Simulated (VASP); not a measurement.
# AlN (rocksalt type) (Fm-3m) in VASP: a series of runs

The runs below take AlN (rocksalt type) through single point, relaxation of cell and atoms, with r2SCAN.

Everything below comes from runs of VASP 6.6.1. Logs are shortened: lines on timing, memory, paths and dates and some standing lists are left out, and cuts for length are marked.

### Step 1. The cell of the first run

Symmetry: Fm-3m, No. 225, cubic system. Conventional cell: a = 4.038 Å, b = 4.038 Å, c = 4.038 Å, α = 90.00°, β = 90.00°, γ = 90.00°. Al (site symmetry m-3m) has 6 N at 2.02 Å within 2.7 Å. N (site symmetry m-3m) has 6 Al at 2.02 Å within 2.7 Å.

### Step 2. Single point, r2SCAN

POSCAR reads:

```
AlN
1.0
    0.0000000000      2.0188320624      2.0188320624
    2.0188320624      0.0000000000      2.0188320624
    2.0188320624      2.0188320624      0.0000000000
Al N
1 1
Direct
    0.0000000000      0.0000000000      0.0000000000
    0.5000000000      0.5000000000      0.5000000000
```

INCAR.step1 reads:

```
SYSTEM = AlN
  PREC = Accurate
  ENCUT = 520
  ISMEAR = -1
  SIGMA = 0.05
  LREAL = .False.
  LASPH = .True.
  NELM = 80
  NBANDS = 11
  GGA = PE
  ALGO = Normal
  EDIFF = 1E-4
  LWAVE = .True.
  LCHARG = .False.
```

INCAR.step2 reads:

```
SYSTEM = AlN
  PREC = Accurate
  ENCUT = 520
  EDIFF = 1E-7
  ISMEAR = -1
  SIGMA = 0.05
  LREAL = .False.
  LASPH = .True.
  NELM = 80
  ALGO = Normal
  ISIF = 2
  LWAVE = .False.
  LCHARG = .False.
  METAGGA = R2SCAN
  LMIXTAU = .True.
  NBANDS = 11
  ISTART = 1
```

KPOINTS reads:

```
regular mesh
0
Gamma
  15 15 15
  0 0 0
```

Potentials or basis: VASP PAW PBE potentials, release 64 (Al, N).

Started as:

```console
$ cat potpaw_PBE.64/Al/POTCAR potpaw_PBE.64/N/POTCAR > POTCAR
$ cp INCAR.step1 INCAR
$ mpirun -np 1 vasp_std > vasp.out
$ cp INCAR.step2 INCAR
$ mpirun -np 1 vasp_std > vasp.out
```

OUTCAR:

```text
SYSTEM = AlN
   PREC = Accurate
   ENCUT = 520
   EDIFF = 1E-7
   ISMEAR = -1
   LREAL = .False.
   LASPH = .True.
   NELM = 80
   ISIF = 2
   METAGGA = R2SCAN
   ISTART = 1

 ion  position               nearest neighbor table
   1  0.000  0.000  0.000-   2 2.02   2 2.02   2 2.02   2 2.02   2 2.02   2 2.02
   2  0.500  0.500  0.500-   1 2.02   1 2.02   1 2.02   1 2.02   1 2.02   1 2.02

  LATTYP: Found a face centered cubic cell.
 ALAT       =     4.0376641248

  Lattice vectors:

 A1 = (   0.0000000000,   2.0188320624,   2.0188320624)
 A2 = (   2.0188320624,   0.0000000000,   2.0188320624)
 A3 = (   2.0188320624,   2.0188320624,   0.0000000000)

Analysis of symmetry for initial positions (statically):
=====================================================================
 Subroutine PRICEL returns:
 Original cell was already a primitive cell.

 Routine SETGRP: Setting up the symmetry group for a
 face centered cubic supercell.

 Subroutine GETGRP returns: Found 48 space group operations
 (whereof 48 operations were pure point group operations)
 out of a pool of 48 trial point group operations.

The static configuration has the point symmetry O_h .

Analysis of symmetry for dynamics (positions and initial velocities):
=====================================================================
 Subroutine PRICEL returns:
 Original cell was already a primitive cell.

 Routine SETGRP: Setting up the symmetry group for a
 face centered cubic supercell.

 Subroutine GETGRP returns: Found 48 space group operations
 (whereof 48 operations were pure point group operations)
 out of a pool of 48 trial point group operations.

The dynamic configuration has the point symmetry O_h .

 Subroutine INISYM returns: Found 48 space group operations
 (whereof 48 operations are pure point group operations),
 and found     1 'primitive' translations

----------------------------------------------------------------------------------------

                                     Primitive cell

  volume of cell :      16.4562

  direct lattice vectors                    reciprocal lattice vectors
     0.000000000  2.018832062  2.018832062    -0.247667951  0.247667951  0.247667951
     2.018832062  0.000000000  2.018832062     0.247667951 -0.247667951  0.247667951
     2.018832062  2.018832062  0.000000000     0.247667951  0.247667951 -0.247667951

  length of vectors
     2.855059683  2.855059683  2.855059683     0.428973474  0.428973474  0.428973474
[... 88 lines left out ...]
   ISYM   =      2    0-nonsym 1-usesym 2-fastsym
   POTIM  = 0.5000    time-step for ionic-motion
   TEBEG  =    0.0;   TEEND  =   0.0 temperature during run
   PSTRESS=    0.0 pullay stress
   NELECT =       8.0000    total number of electrons
   NUPDOWN=      -1.0000    fix difference up-down
   EMIN   =  10.00;   EMAX   =-10.00  energy-range for DOS
   EFERMI =   0.00;   METHOD = LEGACY
   ISMEAR =    -1;   SIGMA  =   0.05  broadening in eV -4-tet -1-fermi 0-gaus
   EFERMI_NEDOS =   21; number of points for ismear=-14 and -15
   IALGO  =     38    algorithm
   IMIX   =      4    mixing-type and parameters
     AMIX     =   0.40;   BMIX     =  1.00
     AMIX_MAG =   1.60;   BMIX_MAG =  1.00
  volume/ion in A,a.u.               =       8.23        55.53
  Fermi-wavevector in a.u.,A,eV,Ry     =   1.287245  2.432541 22.544859  1.657000
  Thomas-Fermi vector in A             =   2.419271
   LORBIT       =      0    0 simple, 1 ext, 2 COOP (PROOUT), +10 PAW based schemes
   METAGGA = R2SCAN    functional components
   LHFCALC =     F    Hartree Fock is set to
   AEXX    =    0.0000 exact exchange contribution
   IVDW    =     0    specifies the selected vdW correction
   LEPSILON=     F    determine dielectric tensor
   LRPA    =     F    only Hartree local field effects (RPA)
 non-spin polarized calculation
  energy-cutoff  :      520.00
  volume of cell :       16.46
 maximum number of plane-waves:       459
 NGX is ok and might be reduce to    24
   NGX = 11   NGY = 11   NGZ = 11

 number of electron       7.9999999 magnetization

 Free energy of the ion-electron system (eV)
  ---------------------------------------------------
  ext. energy  EPLUGINS =         0.00000000
  ---------------------------------------------------
  free energy    TOTEN  =       -18.89694697 eV

  energy without entropy =      -18.89694697  energy(sigma->0) =      -18.89694697

 E-fermi :  10.7548     XC(G=0): -12.8991

 val. band max:        9.8273981478   @ k =   0.0000   0.0000   0.0000
 cond. band min:      15.4263843335   @ k =   0.4667   0.4667   0.0000
 fundamental gap:      5.5989861856
 Fermi energy:        10.7548398406

 k-point     1 :       0.0000    0.0000    0.0000
  band No.  band energies     occupation
      1      -8.6121      2.00000
      2       9.8274      2.00000
      3       9.8274      2.00000
      4       9.8274      2.00000
      5      16.4071      0.00000
      6      22.7532      0.00000
      7      22.7532      0.00000
      8      22.7532      0.00000
      9      28.4363      0.00000
     10      28.4363      0.00000
     11      28.5533      0.00000
[... 309 lines left out ...]
 k-point    24 :       0.2000    0.1333    0.0000
  band No.  band energies     occupation
      1      -7.7929      2.00000
      2       7.2964      2.00000
      3       8.9040      2.00000
      4       8.9639      2.00000
      5      18.3655      0.00000
      6      19.8920      0.00000
      7      23.0341      0.00000
      8      24.3456      0.00000
      9      24.7045      0.00000
     10      28.9239      0.00000
     11      31.3276      0.00000

 [... further k-points ...]

------------------------ aborting loop because EDIFF is reached ----------------------------------------

  FORCE on cell =-STRESS in cart. coord.  units (eV):
  Direction    XX          YY          ZZ          XY          YZ          ZX
  --------------------------------------------------------------------------------------
  -------------------------------------------------------------------------------------
  Total       -0.0818703     -0.0818703     -0.0818703     -0.0000000     -0.0000000     -0.0000000
  in kB       -7.9708842     -7.9708842     -7.9708842     -0.0000000     -0.0000000     -0.0000000
  external PRESSURE =      -7.9708842 kB  Pullay stress =       0.0000000 kB

 VOLUME and BASIS-vectors are now :
 -----------------------------------------------------------------------------
  energy-cutoff  :      520.00
  volume of cell :       16.46
      direct lattice vectors                 reciprocal lattice vectors
     0.000000000  2.018832062  2.018832062    -0.247667951  0.247667951  0.247667951
     2.018832062  0.000000000  2.018832062     0.247667951 -0.247667951  0.247667951
     2.018832062  2.018832062  0.000000000     0.247667951  0.247667951 -0.247667951

 POSITION                                       TOTAL-FORCE (eV/Angst)
 -----------------------------------------------------------------------------------
      0.00000      0.00000      0.00000        -0.000000     -0.000000     -0.000000
      2.01883      2.01883      2.01883         0.000000      0.000000      0.000000
 -----------------------------------------------------------------------------------
    total drift:                               -0.000000     -0.000000      0.000000

  FREE ENERGIE OF THE ION-ELECTRON SYSTEM (eV)
  ---------------------------------------------------
  free  energy   TOTEN  =       -18.8969469689 eV

  energy  without entropy=      -18.8969469689  energy(sigma->0) =      -18.89694697
```

OSZICAR.step1:

```text
N       E                     dE             d eps       ncg     rms          rms(c)
DAV:   1     0.110108172915E+02    0.11011E+02   -0.39648E+03  2688   0.618E+02
DAV:   2    -0.155179413463E+02   -0.26529E+02   -0.25345E+02  3211   0.140E+02
DAV:   3    -0.162837033641E+02   -0.76576E+00   -0.76442E+00  3248   0.217E+01
DAV:   4    -0.162866453256E+02   -0.29420E-02   -0.29417E-02  2952   0.147E+00
DAV:   5    -0.162866697560E+02   -0.24430E-04   -0.24430E-04  3141   0.128E-01    0.761E+00
DAV:   6    -0.145589344307E+02    0.17277E+01   -0.74604E+00  2913   0.145E+01    0.270E+00
DAV:   7    -0.145441048525E+02    0.14830E-01   -0.18626E-01  2969   0.313E+00    0.178E+00
DAV:   8    -0.145387081806E+02    0.53967E-02   -0.15878E-02  2799   0.109E+00    0.339E-01
DAV:   9    -0.145383374701E+02    0.37071E-03   -0.15550E-03  3017   0.235E-01    0.151E-01
DAV:  10    -0.145383958462E+02   -0.58376E-04   -0.13625E-04  1633   0.872E-02
   1 F= -.14538396E+02 E0= -.14538396E+02  d E =-.964820E-11
```

Run time: 60 s. Hardware: 1 thread of Intel Xeon Platinum 8488C (Sapphire Rapids), shared host; peak memory 0.15 GiB.

What came out:

```
Free energy            : -18.8969 eV
Pressure               : -0.8 GPa
Band gap on the k mesh : 5.60 eV, indirect (least direct gap 6.58 eV)
```

Caveat: the PAW data sets were made with another functional, which shifts forces and pressure a little.

### Step 3. Relaxation of cell and atoms, r2SCAN

This run uses another cell than the first one, of 10.00 Å³/atom, 1.215 times its volume.

POSCAR reads:

```
AlN
1.0
    0.0000000000      2.1544346900      2.1544346900
    2.1544346900      0.0000000000      2.1544346900
    2.1544346900      2.1544346900      0.0000000000
Al N
1 1
Direct
    0.0000000000      0.0000000000      0.0000000000
    0.5000000000      0.5000000000      0.5000000000
```

INCAR.step1 reads:

```
SYSTEM = AlN
PREC = Accurate ; ENCUT = 600
ISMEAR = -1 ; SIGMA = 0.05
LREAL = .FALSE. ; LASPH = .TRUE.
NELM = 100 ; GGA = PE
ALGO = Normal ; EDIFF = 1E-4
LWAVE = .TRUE. ; LCHARG = .FALSE.
```

INCAR.step2 reads:

```
SYSTEM = AlN
PREC = Accurate ; ENCUT = 600
EDIFF = 1E-6 ; ISMEAR = -1
SIGMA = 0.05 ; LREAL = .FALSE.
LASPH = .TRUE. ; NELM = 100
ALGO = Normal ; ISIF = 3
LWAVE = .FALSE. ; LCHARG = .FALSE.
METAGGA = R2SCAN ; LMIXTAU = .TRUE.
IBRION = 2 ; NSW = 60
EDIFFG = -0.005 ; ISTART = 1
```

KPOINTS reads:

```
regular mesh
0
G
  15 15 15
  0 0 0
```

Potentials or basis: VASP PAW PBE potentials, release 64 (Al, N).

Started as:

```console
$ cat potpaw_PBE.64/Al/POTCAR potpaw_PBE.64/N/POTCAR > POTCAR
$ cp INCAR.step1 INCAR
$ mpirun -np 1 vasp_std > vasp.out
$ cp INCAR.step2 INCAR
$ mpirun -np 1 vasp_std > vasp.out
```

Wall time 2.3 min (1 thread of Intel Xeon Platinum 8488C (Sapphire Rapids), shared host); peak memory 0.16 GiB.

The run converged. Its results:

```yaml
Free_energy: -18.8996 eV
Relaxed_volume: 8.21 Å³/atom
Relaxed_cell: a = 2.853 Å, b = 2.853 Å, c = 2.853 Å, α = 60.00°, β = 60.00°, γ = 60.00°
Space_group_after_relaxing_to_0.05_Å: Fm-3m (No. 225)
Energy_gained_by_relaxing: 245.2 meV/atom
Ionic_steps: 4
Pressure_after_relaxing: -0.1 GPa
Band_gap_on_the_k_mesh: 5.62 eV, indirect (least direct gap 6.61 eV)
```

Step by step:
| step | energy change (eV) | largest force (eV/Å) | pressure (GPa) | volume (Å³) |
| --- | --- | --- | --- | --- |
| 1 | 0.0000 | 0.0000 | -37.04 | 20.00 |
| 2 | -0.0989 | 0.0000 | 59.68 | 14.03 |
| 3 | -0.4901 | 0.0000 | -1.18 | 16.49 |
| 4 | -0.4904 | 0.0000 | -0.09 | 16.42 |

Final structure:
```yaml
crystal:
  lattice:
    - [0.00000, 2.01742, 2.01742]
    - [2.01742, 0.00000, 2.01742]
    - [2.01742, 2.01742, 0.00000]
  atoms:
    - { symbol: Al, position: [0.00000, 0.00000, 0.00000] }
    - { symbol: N, position: [0.50000, 0.50000, 0.50000] }
```

Levels at points of the mesh, in eV from the valence-band top:
| k point | band 1 | band 2 | band 3 | band 4 | band 5 | band 6 | band 7 | band 8 |
| --- | --- | --- | --- | --- | --- | --- | --- | --- |
| (0.00, 0.00, 0.00) | -18.46 | 0.00 | 0.00 | 0.00 | 6.61 | 12.93 | 12.93 | 12.93 |

Caveat: the volume moved by over 15 % at a fixed basis, so the end points are rough; the PAW data sets were made with another functional, which shifts forces and pressure a little. A k mesh can miss the band edges.
